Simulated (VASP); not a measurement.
# Ir (I4/mmm) in VASP: notebook

Ir is run at these levels: LDA; tasks: single point.

Everything below comes from runs of VASP 6.6.1. Logs are shortened: lines on timing, memory, paths and dates and some standing lists are left out, and cuts for length are marked.

## (1) The cell of the first run

It takes space group I4/mmm (No. 139, tetragonal). Conventional cell: a = 3.013 Å, b = 3.013 Å, c = 3.129 Å, α = 90.00°, β = 90.00°, γ = 90.00°. Within 3.5 Å of Ir (site symmetry 4/mmm) lie 14 Ir at 2.64 to 3.13 Å.

## (2) Single point, LDA (14.20 Å³/atom)

INCAR reads:

```
SYSTEM = Ir
PREC = Accurate
ENCUT = 520
EDIFF = 1E-7
ISMEAR = 0
SIGMA = 0.15
LREAL = .False.
LASPH = .True.
NELM = 80
ALGO = Fast
ISIF = 2
LWAVE = .False.
LCHARG = .False.
NBANDS = 10
```

KPOINTS reads:

```
regular mesh
0
Gamma
  22 22 22
  0 0 0
```

POSCAR reads:

```
Ir
1.0
    0.0000000000      2.1306022431      1.5645012271
    2.1306022431      0.0000000000      1.5645012271
    2.1306022431      2.1306022431      0.0000000000
Ir
1
Direct
    0.0000000000      0.0000000000      0.0000000000
```

Potentials or basis: VASP PAW LDA potentials, release 64 (Ir).

The run is started by

```
$ cat potpaw_LDA.64/Ir/POTCAR > POTCAR
$ mpirun -np 1 vasp_std > vasp.out
```

OUTCAR:

```text
SYSTEM = Ir
   PREC = Accurate
   ENCUT = 520
   EDIFF = 1E-7
   ISMEAR = 0
   LREAL = .False.
   LASPH = .True.
   NELM = 80
   ISIF = 2

 ion  position               nearest neighbor table
   1  0.000  0.000  0.000-

  LATTYP: Found a body centered tetragonal cell.
 ALAT       =     3.0131265882
 C/A-ratio  =     1.0384570188

  Lattice vectors:

 A1 = (   0.0000000000,  -2.1306022431,  -1.5645012271)
 A2 = (   0.0000000000,   2.1306022431,  -1.5645012271)
 A3 = (   2.1306022431,   0.0000000000,   1.5645012271)

Analysis of symmetry for initial positions (statically):
=====================================================================
 Subroutine PRICEL returns:
 Original cell was already a primitive cell.

 Routine SETGRP: Setting up the symmetry group for a
 body centered tetragonal supercell.

 Subroutine GETGRP returns: Found 16 space group operations
 (whereof 16 operations were pure point group operations)
 out of a pool of 16 trial point group operations.

The static configuration has the point symmetry D_4h.

Analysis of symmetry for dynamics (positions and initial velocities):
=====================================================================
 Subroutine PRICEL returns:
 Original cell was already a primitive cell.

 Routine SETGRP: Setting up the symmetry group for a
 body centered tetragonal supercell.

 Subroutine GETGRP returns: Found 16 space group operations
 (whereof 16 operations were pure point group operations)
 out of a pool of 16 trial point group operations.

The dynamic configuration has the point symmetry D_4h.

 Subroutine INISYM returns: Found 16 space group operations
 (whereof 16 operations are pure point group operations),
 and found     1 'primitive' translations

----------------------------------------------------------------------------------------

                                     Primitive cell

  volume of cell :      14.2040

  direct lattice vectors                    reciprocal lattice vectors
     0.000000000  2.130602243  1.564501227    -0.234675431  0.234675431  0.319590673
     2.130602243  0.000000000  1.564501227     0.234675431 -0.234675431  0.319590673
     2.130602243  2.130602243  0.000000000     0.234675431  0.234675431 -0.319590673

  length of vectors
     2.643317992  2.643317992  3.013126588     0.460742134  0.460742134  0.460742134

  position of ions in fractional coordinates (direct lattice)
     0.000000000  0.000000000  0.000000000

  ion indices of the primitive-cell ions
   primitive index   ion index
                 1           1

----------------------------------------------------------------------------------------

 KPOINTS: regular mesh

Automatic generation of k-mesh.
 Grid dimensions read from file:
 generate k-points for:   22   22   22

 Generating k-lattice:

  Cartesian coordinates                     Fractional coordinates (reciprocal lattice)
    -0.010667065  0.010667065  0.014526849     0.045454545  0.000000000  0.000000000
     0.010667065 -0.010667065  0.014526849     0.000000000  0.045454545  0.000000000
     0.010667065  0.010667065 -0.014526849    -0.000000000 -0.000000000  0.045454545

  Length of vectors
     0.020942824  0.020942824  0.020942824

  Shift w.r.t. Gamma in fractional coordinates (k-lattice)
     0.000000000  0.000000000  0.000000000

 Subroutine IBZKPT returns following result:
 ===========================================

 Found    834 irreducible k-points:

 Following reciprocal coordinates:
            Coordinates               Weight
  0.000000  0.000000  0.000000      1.000000
  0.045455 -0.000000  0.000000      8.000000
  0.090909 -0.000000  0.000000      8.000000
  0.136364 -0.000000  0.000000      8.000000
  0.181818 -0.000000  0.000000      8.000000
  0.227273 -0.000000  0.000000      8.000000
[... 16 lines left out ...]
  0.500000  0.045455  0.000000      8.000000
 -0.454545  0.045455  0.000000      8.000000
 [... further k-points ...]
   k-points           NKPTS =    834   k-points in BZ     NKDIM =    834   number of bands    NBANDS=     10
   number of dos      NEDOS =    301   number of ions     NIONS =      1
   total plane-waves  NPLWV =   9600
   dimension x,y,z NGX =    20 NGY =   20 NGZ =   24
   dimension x,y,z NGXF=    40 NGYF=   40 NGZF=   48
   ions per type =               1
   NGX,Y,Z   is equivalent  to a cutoff of  12.58, 12.58, 13.24 a.u.
   NGXF,Y,Z  is equivalent  to a cutoff of  25.16, 25.16, 26.48 a.u.
 SYSTEM =  Ir
   PREC   = accura    normal or accurate (medium, high low for compatibility)
   ISTART =      0    job   : 0-new  1-cont  2-samecut
   ICHARG =      2    charge: 1-file 2-atom 10-const
   ISPIN  =      1    spin polarized calculation?
   LNONCOLLINEAR =      F non collinear calculations
   LSORBIT =      F    spin-orbit coupling
   LASPH  =      T    aspherical Exc in radial PAW
   ENCUT  =  520.0 eV  38.22 Ry    6.18 a.u.   4.91  4.91  5.60*2*pi/ulx,y,z
   NELM   =     80;   NELMIN=  2; NELMDL= -5     # of ELM steps
   EDIFF  = 0.1E-06   stopping-criterion for ELM
   LREAL  =      F    real-space projection
   EDIFFG = 0.1E-05   stopping-criterion for IOM
   NSW    =      0    number of steps for IOM
   IBRION =     -1    ionic relax: 0-MD 1-quasi-New 2-CG
   NFREE  =      0    steps in history (QN), initial steepest desc. (CG)
   ISIF   =      2    stress and relaxation
   ISYM   =      2    0-nonsym 1-usesym 2-fastsym
   POTIM  = 0.5000    time-step for ionic-motion
   TEBEG  =    0.0;   TEEND  =   0.0 temperature during run
   PSTRESS=    0.0 pullay stress
   NELECT =       9.0000    total number of electrons
   NUPDOWN=      -1.0000    fix difference up-down
   EMIN   =  10.00;   EMAX   =-10.00  energy-range for DOS
   EFERMI =   0.00;   METHOD = LEGACY
   ISMEAR =     0;   SIGMA  =   0.15  broadening in eV -4-tet -1-fermi 0-gaus
   EFERMI_NEDOS =   21; number of points for ismear=-14 and -15
   IALGO  =     68    algorithm
   IMIX   =      4    mixing-type and parameters
     AMIX     =   0.40;   BMIX     =  1.00
     AMIX_MAG =   1.60;   BMIX_MAG =  1.00
  volume/ion in A,a.u.               =      14.20        95.85
  Fermi-wavevector in a.u.,A,eV,Ry     =   1.406108  2.657159 26.900631  1.977141
  Thomas-Fermi vector in A             =   2.528502
   LORBIT       =      0    0 simple, 1 ext, 2 COOP (PROOUT), +10 PAW based schemes
   GGA     = CA    functional components
   LHFCALC =     F    Hartree Fock is set to
   AEXX    =    0.0000 exact exchange contribution
   IVDW    =     0    specifies the selected vdW correction
   LEPSILON=     F    determine dielectric tensor
   LRPA    =     F    only Hartree local field effects (RPA)
 non-spin polarized calculation
 RMM-DIIS sequential band-by-band and
 Gauss-broadening in eV      SIGMA  =   0.15
  energy-cutoff  :      520.00
  volume of cell :       14.20
 maximum number of plane-waves:       402
   NGX =  9   NGY =  9   NGZ = 11

 number of electron       9.0000000 magnetization

 Free energy of the ion-electron system (eV)
  ---------------------------------------------------
  ext. energy  EPLUGINS =         0.00000000
  ---------------------------------------------------
  free energy    TOTEN  =        -9.68395223 eV

  energy without entropy =       -9.65956504  energy(sigma->0) =       -9.67175863

 E-fermi :   9.9914     XC(G=0): -14.1035

 val. band max:        9.9887704502   @ k =   0.4545   0.1818   0.1364
 cond. band min:       9.9914520216   @ k =  -0.1818   0.1364   0.0909
 fundamental gap:      0.0026815714
 Fermi energy:         9.9913880055

 k-point     1 :       0.0000    0.0000    0.0000
  band No.  band energies     occupation
      1      -0.8212      2.00000
      2       6.1382      2.00000
      3       6.1382      2.00000
      4       6.5058      2.00000
      5       9.0758      2.00000
      6       9.7362      1.98386
      7      26.4207      0.00000
      8      27.2293      0.00000
      9      27.2293      0.00000
     10      37.8763      0.00000

 k-point     2 :       0.0455   -0.0000    0.0000
  band No.  band energies     occupation
      1      -0.7249      2.00000
      2       6.1382      2.00000
      3       6.1525      2.00000
      4       6.5330      2.00000
      5       9.0314      2.00000
      6       9.7151      1.99080
      7      26.5407      0.00000
      8      27.3159      0.00000
      9      27.3801      0.00000
     10      36.6330      0.00000

 k-point     3 :       0.0909   -0.0000    0.0000
  band No.  band energies     occupation
      1      -0.4423      2.00000
      2       6.1033      2.00000
      3       6.1324      2.00000
      4       6.7104      2.00000
      5       8.9098      2.00000
      6       9.6713      1.99745
      7      26.8310      0.00000
      8      27.5352      0.00000
      9      27.8247      0.00000
     10      35.1287      0.00000

 k-point     4 :       0.1364   -0.0000    0.0000
  band No.  band energies     occupation
      1       0.0060      2.00000
      2       5.9417      2.00000
      3       6.1080      2.00000
      4       7.0956      2.00000
      5       8.7591      2.00000
      6       9.6354      1.99921
      7      27.0928      0.00000
      8      27.7158      0.00000
      9      28.5417      0.00000
     10      34.0017      0.00000

 k-point     5 :       0.1818   -0.0000    0.0000
  band No.  band energies     occupation
      1       0.5784      2.00000
      2       5.7159      2.00000
      3       6.0675      2.00000
      4       7.6493      2.00000
      5       8.6536      2.00000
      6       9.6217      1.99951
      7      27.0354      0.00000
      8      27.5032      0.00000
      9      29.4985      0.00000
     10      33.4936      0.00000

 k-point     6 :       0.2273   -0.0000    0.0000
  band No.  band energies     occupation
      1       1.2002      2.00000
      2       5.4629      2.00000
      3       6.0668      2.00000
      4       8.3391      2.00000
      5       8.6424      2.00000
      6       9.6340      1.99925
      7      26.3388      0.00000
      8      26.7622      0.00000
      9      30.6531      0.00000
     10      33.6257      0.00000
[... 183 lines left out ...]
 k-point    21 :       0.4091    0.0455    0.0000
  band No.  band energies     occupation
      1       2.3674      2.00000
      2       4.7246      2.00000
      3       7.9044      2.00000
      4       9.0067      2.00000
      5      10.3337      0.00125
      6      11.5621      0.00000
      7      19.8598      0.00000
      8      23.9706      0.00000
      9      28.4214      0.00000
     10      34.8538      0.00000

 k-point    22 :       0.4545    0.0455    0.0000
  band No.  band energies     occupation
      1       2.3394      2.00000
      2       4.6295      2.00000
      3       8.5214      2.00000
      4       8.9323      2.00000
      5      10.7993      0.00000
      6      12.0817      0.00000
      7      18.6318      0.00000
      8      23.5869      0.00000
      9      27.5756      0.00000
     10      34.4408      0.00000

 k-point    23 :       0.5000    0.0455    0.0000
  band No.  band energies     occupation
      1       2.3236      2.00000
      2       4.5947      2.00000
      3       8.7031      2.00000
      4       8.9779      2.00000
      5      11.0253      0.00000
      6      12.2660      0.00000
      7      18.1175      0.00000
      8      23.4459      0.00000
      9      27.2849      0.00000
     10      34.2297      0.00000

 k-point    24 :      -0.4545    0.0455    0.0000
  band No.  band energies     occupation
      1       2.3374      2.00000
      2       4.6223      2.00000
      3       8.4014      2.00000
      4       9.1717      2.00000
      5      10.7748      0.00000
      6      12.0654      0.00000
      7      18.5595      0.00000
      8      23.5501      0.00000
      9      27.6071      0.00000
     10      34.2739      0.00000

 [... further k-points ...]

------------------------ aborting loop because EDIFF is reached ----------------------------------------

  FORCE on cell =-STRESS in cart. coord.  units (eV):
  Direction    XX          YY          ZZ          XY          YZ          ZX
  --------------------------------------------------------------------------------------
  -------------------------------------------------------------------------------------
  Total       -0.2856392     -0.2856392      1.8526474      0.0000000      0.0000000     -0.0000000
  in kB      -32.2194215    -32.2194215    208.9742110      0.0000000      0.0000000     -0.0000000
  external PRESSURE =      48.1784560 kB  Pullay stress =       0.0000000 kB

 VOLUME and BASIS-vectors are now :
 -----------------------------------------------------------------------------
  energy-cutoff  :      520.00
  volume of cell :       14.20
      direct lattice vectors                 reciprocal lattice vectors
     0.000000000  2.130602243  1.564501227    -0.234675431  0.234675431  0.319590673
     2.130602243  0.000000000  1.564501227     0.234675431 -0.234675431  0.319590673
     2.130602243  2.130602243  0.000000000     0.234675431  0.234675431 -0.319590673

 POSITION                                       TOTAL-FORCE (eV/Angst)
 -----------------------------------------------------------------------------------
      0.00000      0.00000      0.00000         0.000000      0.000000     -0.000000
 -----------------------------------------------------------------------------------
    total drift:                                0.000000     -0.000000      0.000000

  FREE ENERGIE OF THE ION-ELECTRON SYSTEM (eV)
  ---------------------------------------------------
  free  energy   TOTEN  =        -9.6839522282 eV

  energy  without entropy=       -9.6595650396  energy(sigma->0) =       -9.67175863
```

Run time: 3.1 min. Hardware: 1 thread of Intel Xeon 8259CL, shared host; peak memory 0.24 GiB.

What came out:

| Item | Value |
| --- | --- |
| Free energy | -9.6840 eV |
| Pressure | 4.8 GPa |
| Band gap on the k mesh | zero (an odd number of electrons rules out a gap without spin polarisation) |

Caveat: the stress differs along the axes, from -3 to 21 GPa; spin-orbit coupling is left out, which moves the levels of the heavy elements.

## (3) Single point, LDA (14.57 Å³/atom)

This run uses another cell than the first one, of 14.57 Å³/atom.

INCAR reads:

```
ALGO = Fast
EDIFF = 1E-6
ENCUT = 520
ISIF = 2
ISMEAR = 0
LASPH = True
LCHARG = True
LELF = True
LREAL = False
LVHAR = True
LWAVE = False
NBANDS = 10
NELM = 60
PREC = Accurate
SIGMA = 0.15
```

KPOINTS reads:

```
k-points
0
Gamma
  22 22 22
```

POSCAR reads:

```
Ir
1.0
    0.0000000000      2.1488947607      1.5779334228
    2.1488947607      0.0000000000      1.5779334228
    2.1488947607      2.1488947607      0.0000000000
Ir
1
Direct
    0.0000000000      0.0000000000      0.0000000000
```

Potentials or basis: VASP PAW LDA potentials, release 64 (Ir).

The run is started by

```
$ cat potpaw_LDA.64/Ir/POTCAR > POTCAR
$ mpirun -np 1 vasp_std > vasp.out
```

Run time: 3 min. Hardware: 1 thread of Intel Xeon 8259CL, shared host; peak memory 0.24 GiB.

The run converged. Its results:

* Free energy: -9.6843 eV
* Pressure: -4.5 GPa
* Band gap on the k mesh: zero (an odd number of electrons rules out a gap without spin polarisation)

Stress tensor (GPa, compression positive):
```
-11.93   0.00   0.00
  0.00 -11.93   0.00
  0.00   0.00  10.44
```

Levels at points of the mesh, in eV from the Fermi level:
```tsv
k point	band 2	band 3	band 4	band 5	band 6	band 7
(0.00, 0.00, 0.00)	-3.71	-3.71	-3.35	-0.87	-0.24	16.44
(0.50, 0.00, 0.00)	-5.28	-0.96	-0.10	-0.02	2.19	7.86
(0.50, 0.50, 0.00)	-6.98	1.41	1.60	1.60	7.16	8.33
(0.50, 0.00, 0.50)	-5.68	-0.34	0.07	0.15	2.32	8.18
```

Caveat: the stress differs along the axes, from -12 to 10 GPa; spin-orbit coupling is left out, which moves the levels of the heavy elements.

(Continued in part 2 of 2.)
